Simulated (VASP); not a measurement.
Write the native input for VASP 6.6.1 that does the following.

* Task: single point
* Functional: LDA
* Potentials or basis: VASP PAW LDA potentials, release 64 (Pd)
* Cutoff: 520 eV
* k mesh: 11 × 11 × 11
* Occupations: fermi-dirac, width 0.05 eV
* Spin: collinear spin
* Starting moments: [0.422, 0.422] μB
* Dipole correction: no
* Further INCAR settings: ALGO = Normal; EDIFF = 1e-06; NBANDS = 21

The structure of Pd lies in POSCAR:

```
Pd
1.0
    0.0000000000      2.8073440366      2.8073440366
    2.8073440366      0.0000000000      2.8073440366
    2.8073440366      2.8073440366      0.0000000000
Pd
2
Direct
    0.1250000000      0.1250000000      0.1250000000
    0.8750000000      0.8750000000      0.8750000000
```

This isn't the form of Pd at room conditions, which is fcc.

These files were run (other wordings do the same):

INCAR

```
PREC = Accurate
ENCUT = 520
EDIFF = 1E-6
ISMEAR = -1
SIGMA = 0.05
LREAL = F
LASPH = T
NELM = 150
ALGO = Normal
ISIF = 2
LWAVE = F
LCHARG = F
ISPIN = 2
MAGMOM = 0.422 0.422
LORBIT = 11
LMAXMIX = 4
GGA = CA
NBANDS = 21
```

KPOINTS

```
regular mesh
0
Gamma
  11 11 11
```

Potentials or basis: VASP PAW LDA potentials, release 64 (Pd).

Launch:

```sh
$ cat potpaw_LDA.64/Pd/POTCAR > POTCAR
$ mpirun -np 1 vasp_std > vasp.out
```

Results of the run:

| Property | Result |
| --- | --- |
| Pressure | -0.2 GPa |
| Net moment | 0.83 μB per cell |
| Site moments | Pd +0.40 μB |
| Valence electrons inside the program's atomic spheres | Pd 9.42 |

Run time: 91 s on 1 thread of AMD EPYC 7R13, on a shared host, peak memory 0.18 GiB.
